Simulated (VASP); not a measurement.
# Ga8Sb3P5 (R3m) in VASP: settings compared

Ga8Sb3P5 is run at these levels: PBEsol, r2SCAN; tasks: band structure.

Everything below comes from runs of VASP 6.6.1. Logs are shortened: lines on timing, memory, paths and dates and some standing lists are left out, and cuts for length are marked.

## 1. The cell of the first run

Symmetry: R3m, No. 160, trigonal system. Conventional cell: a = 8.050 Å, b = 8.050 Å, c = 19.778 Å, α = 90.00°, β = 90.00°, γ = 120.00°. Ga (site symmetry 3m) has 1 P at 2.32 Å and 3 Sb at 2.53 Å within 3.1 Å. Ga (site symmetry m) has 2 P at 2.37 Å and 2 Sb at 2.57 Å within 3.1 Å. Ga (site symmetry m) has 3 P at 2.42 to 2.43 Å and 1 Sb at 2.60 Å within 3.2 Å. Within 3.3 Å of Ga (site symmetry 3m) lie 4 P at 2.47 to 2.50 Å. Within 3.3 Å of Sb (site symmetry m) lie 4 Ga at 2.53 to 2.60 Å. Within 3.1 Å of P (site symmetry 3m) lie 4 Ga at 2.37 to 2.50 Å. P (site symmetry 3m) has 4 Ga at 2.32 to 2.43 Å within 3.1 Å. Within 3.1 Å of P (site symmetry m) lie 4 Ga at 2.37 to 2.47 Å.

## 2. Band structure, PBEsol

Input file INCAR:

```
SYSTEM = Ga8Sb3P5
ALGO = Normal
EDIFF = 1E-6
ENCUT = 520
GGA = PS
ICORELEVEL = 1
ISIF = 2
ISMEAR = 0
KPAR = 4
LASPH = .True.
LCHARG = .False.
LREAL = .False.
LWAVE = .False.
NBANDS = 86
NELM = 80
PREC = Accurate
SIGMA = 0.03
```

Input file KPOINTS:

```
k-points
0
Gamma
  6 6 5
  0 0 0
```

Input file POSCAR:

```
Ga8Sb3P5                                
1.0
   -0.0113982741      5.7037109250      5.7037109250
    5.6923126510      0.0000000000      5.6923126510
    5.6923126510      5.6923126510      0.0000000000
  Ga              Sb              P             
     8     3     5
Direct
     0.9734809256501933    0.0088396914499356    0.0088396914499356
     0.9855460164699892    0.9851078123390167    0.5146730855954971
     0.9855460164699892    0.5146730855954971    0.9851078123390167
     0.9855460164699892    0.5146730855954971    0.5146730855954971
     0.5203444064497376    0.9922358143520427    0.9922358143520427
     0.5203444064497376    0.9922358143520427    0.4951839648461700
     0.5203444064497376    0.4951839648461700    0.9922358143520427
     0.5039290771702412    0.4986903076099196    0.4986903076099196
     0.1259288488758656    0.1248518541420722    0.1248518541420722
     0.1259288488758656    0.1248518541420722    0.6243674428399970
     0.1259288488758656    0.6243674428399970    0.1248518541420722
     0.1253054236239421    0.6248981921253502    0.6248981921253502
     0.6214067296094825    0.1261977567968415    0.1261977567968415
     0.6268066761864617    0.1229507169346462    0.6251213034394496
     0.6268066761864617    0.6251213034394496    0.1229507169346462
     0.6268066761864617    0.6251213034394496    0.6251213034394496
```

Input file KPOINTS_OPT:

```
explicit points
6
Reciprocal
 0.0000000000  0.0000000000  0.0000000000 1
 0.3750000000  0.3750000000  0.7500000000 1
 0.5000000000  0.5000000000  0.5000000000 1
 0.6250000000  0.2500000000  0.6250000000 1
 0.5000000000  0.2500000000  0.7500000000 1
 0.5000000000  0.0000000000  0.5000000000 1
```

Potentials or basis: VASP PAW PBE potentials, release 64 (Ga_d, Sb, P).

Started as:

```console
> cat potpaw_PBE.64/Ga_d/POTCAR potpaw_PBE.64/Sb/POTCAR potpaw_PBE.64/P/POTCAR > POTCAR
> mpirun -np 4 vasp_std > vasp.out
```

OUTCAR:

```text
SYSTEM = Ga8Sb3P5
   EDIFF = 1E-6
   ENCUT = 520
   GGA = PS
   ISIF = 2
   ISMEAR = 0
   LASPH = .True.
   LREAL = .False.
   NELM = 80
   PREC = Accurate

 ion  position               nearest neighbor table
   1  0.973  0.009  0.009-  13 2.32   9 2.53  11 2.53  10 2.53
   2  0.986  0.985  0.515-  14 2.37  12 2.37  10 2.57   9 2.57
   3  0.986  0.515  0.985-  15 2.37  12 2.37  11 2.57   9 2.57
   4  0.986  0.515  0.515-  16 2.37  12 2.37  10 2.57  11 2.57
   5  0.520  0.992  0.992-  14 2.42  15 2.42  13 2.43   9 2.60
   6  0.520  0.992  0.495-  14 2.42  16 2.42  13 2.43  10 2.60
[... 8 lines left out ...]
  15  0.627  0.625  0.123-   3 2.37   7 2.42   5 2.42   8 2.47
  16  0.627  0.625  0.625-   4 2.37   6 2.42   7 2.42   8 2.47

  LATTYP: Found a trigonal (rhomboedric) cell.
 ALAT       =     8.0662733994
 COS(alpha) =     0.5019973938

  Lattice vectors:

 A1 = (  -5.7037109251,   5.7037109250,   0.0113982740)
 A2 = (  -5.7037109251,   0.0113982740,   5.7037109250)
 A3 = (  -0.0113982741,   5.7037109250,   5.7037109250)

Analysis of symmetry for initial positions (statically):
=====================================================================
 Subroutine PRICEL returns:
 Original cell was already a primitive cell.

 Routine SETGRP: Setting up the symmetry group for a
 trigonal (rhombohedral) supercell.

 Subroutine GETGRP returns: Found  6 space group operations
 (whereof  6 operations were pure point group operations)
 out of a pool of 12 trial point group operations.

The static configuration has the point symmetry C_3v.

Analysis of symmetry for dynamics (positions and initial velocities):
=====================================================================
 Subroutine PRICEL returns:
 Original cell was already a primitive cell.

 Routine SETGRP: Setting up the symmetry group for a
 trigonal (rhombohedral) supercell.

 Subroutine GETGRP returns: Found  6 space group operations
 (whereof  6 operations were pure point group operations)
 out of a pool of 12 trial point group operations.

The dynamic configuration has the point symmetry C_3v.

 Subroutine INISYM returns: Found  6 space group operations
 (whereof  6 operations are pure point group operations),
 and found     1 'primitive' translations

[... 165 lines left out ...]
  volume/ion in A,a.u.               =      23.12       156.05
  Fermi-wavevector in a.u.,A,eV,Ry     =   1.195261  2.258716 19.437948  1.428649
  Thomas-Fermi vector in A             =   2.331231
   LORBIT       =      0    0 simple, 1 ext, 2 COOP (PROOUT), +10 PAW based schemes
   GGA     = PS    functional components
   LHFCALC =     F    Hartree Fock is set to
   AEXX    =    0.0000 exact exchange contribution
   IVDW    =     0    specifies the selected vdW correction
   LEPSILON=     F    determine dielectric tensor
   LRPA    =     F    only Hartree local field effects (RPA)
 non-spin polarized calculation
 Gauss-broadening in eV      SIGMA  =   0.03
  energy-cutoff  :      520.00
  volume of cell :      370.00
 maximum number of plane-waves:      9994
   NGX = 29   NGY = 29   NGZ = 29

 number of electron     143.9999992 magnetization

 Free energy of the ion-electron system (eV)
  ---------------------------------------------------
  ext. energy  EPLUGINS =         0.00000000
  ---------------------------------------------------
  free energy    TOTEN  =       -72.80798655 eV

  energy without entropy =      -72.80779849  energy(sigma->0) =      -72.80789252

 the core state eigenenergies are
   1-  1s -10219.3385  2s  -1252.7913  2p  -1089.2532  3s   -138.6323  3p    -89.3571

   2-  1s -10219.5583  2s  -1252.9767  2p  -1089.4418  3s   -138.8366  3p    -89.5619

   3-  1s -10219.5583  2s  -1252.9767  2p  -1089.4418  3s   -138.8366  3p    -89.5619
[... 11 lines left out ...]
   9-  1s -30287.2861  2s  -4599.2827  2p  -4127.3834  3s   -893.0799  3p   -739.3320
       3d   -504.8964  4s   -138.2698  4p    -91.2598  4d    -23.1309
  10-  1s -30287.2861  2s  -4599.2827  2p  -4127.3834  3s   -893.0799  3p   -739.3320
       3d   -504.8964  4s   -138.2698  4p    -91.2598  4d    -23.1309
  11-  1s -30287.2861  2s  -4599.2827  2p  -4127.3834  3s   -893.0799  3p   -739.3320
       3d   -504.8964  4s   -138.2698  4p    -91.2598  4d    -23.1309
  12-  1s  -2073.4200  2s   -163.5627  2p   -114.0377
  13-  1s  -2073.4214  2s   -163.5646  2p   -114.0395
  14-  1s  -2073.5212  2s   -163.6489  2p   -114.1252
  15-  1s  -2073.5212  2s   -163.6489  2p   -114.1252
  16-  1s  -2073.5212  2s   -163.6489  2p   -114.1252

 E-fermi :   5.2048     XC(G=0):  -9.7428

 val. band max:        5.2047895268   @ k =   0.0000   0.0000   0.0000
 cond. band min:       5.2047914763   @ k =   0.0000   0.0000   0.0000
 fundamental gap:      0.0000019495
 Fermi energy:         5.2047905765

 k-point     1 :       0.0000    0.0000    0.0000
  band No.  band energies     occupation
      1     -10.3608      2.00000
      2     -10.3608      2.00000
      3     -10.3539      2.00000
      4     -10.2901      2.00000
      5     -10.2901      2.00000
      6     -10.1918      2.00000
[... 2077 lines left out ...]
     83       8.7027      0.00000
     84       8.7466      0.00000

 [... further k-points ...]

 [bands above 84 left out]

------------------------ aborting loop because EDIFF is reached ----------------------------------------

  FORCE on cell =-STRESS in cart. coord.  units (eV):
  Direction    XX          YY          ZZ          XY          YZ          ZX
  --------------------------------------------------------------------------------------
  -------------------------------------------------------------------------------------
  Total        0.0141834      0.0141834      0.0141834     -0.0171032      0.0171032     -0.0171032
  in kB        0.0614176      0.0614176      0.0614176     -0.0740611      0.0740611     -0.0740611
  external PRESSURE =       0.0614176 kB  Pullay stress =       0.0000000 kB

 VOLUME and BASIS-vectors are now :
 -----------------------------------------------------------------------------
  energy-cutoff  :      520.00
  volume of cell :      370.00
      direct lattice vectors                 reciprocal lattice vectors
    -0.011398274  5.703710925  5.703710925    -0.087574722  0.087574722  0.087574722
     5.692312651  0.000000000  5.692312651     0.087750082 -0.087750082  0.087925441
     5.692312651  5.692312651  0.000000000     0.087750082  0.087925441 -0.087750082

 POSITION                                       TOTAL-FORCE (eV/Angst)
 -----------------------------------------------------------------------------------
      0.08954      5.60277      5.60277         0.002867     -0.002867     -0.002867
      8.52599      8.55095     11.22881        -0.001789      0.001789      0.002279
      8.52599     11.22881      8.55095        -0.001789      0.002279      0.001789
      5.84813      8.55095      8.55095        -0.002279      0.001789      0.001789
     11.29030      8.61601      8.61601        -0.000008      0.000291      0.000291
      8.46093      5.78664      8.61601        -0.000291      0.000008      0.000291
[... 8 lines left out ...]
      4.25112      4.27500      7.13351         0.001061      0.000193     -0.001061
      7.10963      7.13351      7.13351        -0.000193     -0.001061     -0.001061
 -----------------------------------------------------------------------------------
    total drift:                               -0.001940      0.001950      0.001950

  FREE ENERGIE OF THE ION-ELECTRON SYSTEM (eV)
  ---------------------------------------------------
  free  energy   TOTEN  =       -72.8079865545 eV

  energy  without entropy=      -72.8077984880  energy(sigma->0) =      -72.80789252
```

OSZICAR:

```text
N       E                     dE             d eps       ncg     rms          rms(c)
DAV:   1     0.150344701518E+04    0.15034E+04   -0.60753E+04 17128   0.235E+03
DAV:   2     0.259139709163E+03   -0.12443E+04   -0.12002E+04 16160   0.679E+02
[... 14 lines left out ...]
       N       E                     dE             ncg
DAV:   1     0.486078938684E+05   -0.91656E+04     1110
DAV:   2     0.412001261281E+05   -0.74078E+04     1040
DAV:   3     0.393607529314E+05   -0.18394E+04     1296
DAV:   4     0.392109398295E+05   -0.14981E+03     1194
DAV:   5     0.392006893452E+05   -0.10250E+02     1472
DAV:   6     0.392005274031E+05   -0.16194E+00     1402
DAV:   7     0.392005201180E+05   -0.72852E-02     1528
DAV:   8     0.392005200334E+05   -0.84626E-04     1402
DAV:   9     0.392005200319E+05   -0.14820E-05      880
DAV:  10     0.392005200317E+05   -0.22047E-06      714
```

stdout:

```text
POSCAR found type information on POSCAR GaSbP
 POSCAR found :  3 types and      16 ions
 scaLAPACK will be used
 -----------------------------------------------------------------------------
|                                                                             |
|                                                                             |
|     You enforced a specific xc type in the INCAR file but a different       |
[... 22 lines left out ...]
 -----------------------------------------------------------------------------

 POSCAR, INCAR and KPOINTS ok, starting setup
 FFT: planning ... GRIDC
 FFT: planning ... GRID_SOFT
 FFT: planning ... GRID
 WAVECAR not read
 entering main loop
 Start KPOINTS_OPT (optional k-point list driver)
k-point batch [1-6\6]
```

It took 9.2 min on 4 MPI ranks of Intel Xeon 6975P-C (Granite Rapids), shared host; peak memory 3 GiB.

What came out:

```
Free energy             : -72.8080 eV
Pressure                : 0.0 GPa
Largest force           : 0.005 eV/Å
Band gap along the path : zero within the smearing
```

Forces on the atoms (eV/Å):
```
Ga   0.003 -0.003 -0.003
Ga  -0.002  0.002  0.002
Ga  -0.002  0.002  0.002
Ga  -0.002  0.002  0.002
Ga   0.000  0.000  0.000
Ga   0.000  0.000  0.000
Ga   0.000  0.000  0.000
Ga  -0.001  0.001  0.001
Sb   0.001  0.001  0.001
Sb  -0.001 -0.001  0.001
Sb  -0.001  0.001 -0.001
P    0.002 -0.002 -0.002
P    0.001 -0.001 -0.001
P    0.001 -0.001  0.000
P    0.001  0.000 -0.001
P    0.000 -0.001 -0.001
```

Core levels (eV, on the scale of the bands):
```csv
atom,levels
1 Ga,"1s -10219.3, 2s -1252.8, 2p -1089.3, 3s -138.6, 3p -89.4"
2 Ga,"1s -10219.6, 2s -1253.0, 2p -1089.4, 3s -138.8, 3p -89.6"
3 Ga,"1s -10219.6, 2s -1253.0, 2p -1089.4, 3s -138.8, 3p -89.6"
4 Ga,"1s -10219.6, 2s -1253.0, 2p -1089.4, 3s -138.8, 3p -89.6"
5 Ga,"1s -10219.8, 2s -1253.2, 2p -1089.6, 3s -139.1, 3p -89.8"
6 Ga,"1s -10219.8, 2s -1253.2, 2p -1089.6, 3s -139.1, 3p -89.8"
```

Caveat: the PAW data sets were made with another functional, which shifts forces and pressure a little; spin-orbit coupling is left out, which moves the levels of the heavy elements.

[end of part 1 of 2]
